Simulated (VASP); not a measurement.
Mg2O:

```
CELL_PARAMETERS angstrom
3.70087 0.00000 0.00000
0.00000 3.70087 0.00000
0.00000 0.00000 6.22431
ATOMIC_POSITIONS crystal
Mg 0.50000 0.50000 0.00000
Mg 0.00000 0.00000 0.00000
Mg 0.50000 0.00000 0.30370
Mg 0.00000 0.50000 0.69630
O 0.50000 0.00000 0.71232
O 0.00000 0.50000 0.28768
```

The cell was built from a structure type or drawn by symmetry, and may not be a known phase.

- Program: VASP 6.6.1
- Task: relaxation of cell and atoms
- Functional: PBE
- Potentials or basis: VASP PAW PBE potentials, release 64 (Mg, O)
- Cutoff: 600 eV
- k mesh: 4 × 4 × 3
- Occupations: gaussian, width 0.2 eV
- Spin: no spin polarisation

At the start: pressure 5.8 GPa; volume 14.21 Å³/atom.

Problem. Where does the relaxation end?

Solution. Over 15 steps the energy falls by 416.1 meV/atom and the volume is 14.44 Å³/atom (+1.6 %); space group P4/nmm (No. 129, to 0.1 Å) before and after.

The path:
| step | energy change (eV) | largest force (eV/Å) | pressure (GPa) | volume (Å³) |
| --- | --- | --- | --- | --- |
| 1 | 0.0000 | 4.0746 | 5.76 | 85.25 |
| 2 | -1.3132 | 1.7778 | -3.39 | 91.67 |
| 3 | -1.5348 | 1.5081 | -6.18 | 95.29 |
| 4 | -1.5510 | 1.5712 | -6.72 | 96.30 |
| 5 | -2.1919 | 1.1439 | -1.26 | 88.72 |
| 6 | -2.2133 | 0.7585 | 0.69 | 87.21 |
| 7 | -2.2143 | 0.8424 | 0.30 | 87.49 |
| 8 | -2.3137 | 0.4957 | 0.50 | 87.51 |
| 9 | -2.3470 | 0.3492 | 0.87 | 87.53 |
| 10 | -2.4034 | 0.2703 | -0.85 | 88.45 |
| 11 | -2.4078 | 0.4932 | -1.44 | 88.81 |
| 12 | -2.4572 | 0.4045 | -0.74 | 87.60 |
| 13 | -2.4869 | 0.2922 | 0.53 | 85.91 |
| 14 | -2.4871 | 0.2787 | 0.73 | 85.69 |
| 15 | -2.4968 | 0.0784 | 0.28 | 86.62 |

Final structure:
```xyz
6
Lattice="3.5427 0.0000 0.0000 0.0000 3.5427 0.0000 0.0000 0.0000 6.9012" Properties=species:S:1:pos:R:3 pbc="T T T"
Mg    1.7714    1.7714    0.0000
Mg    3.5427    0.0000    0.0000
Mg    1.7714    0.0000    2.5174
Mg    0.0000    1.7714    4.3839
O     1.7714    0.0000    4.4972
O     0.0000    1.7714    2.4041
```

Caveat: the k points lie up to 0.44 Å⁻¹ apart in the final cell; the relaxation stopped at a loose force limit of 0.08 eV/Å, so its end isn't a converged minimum.
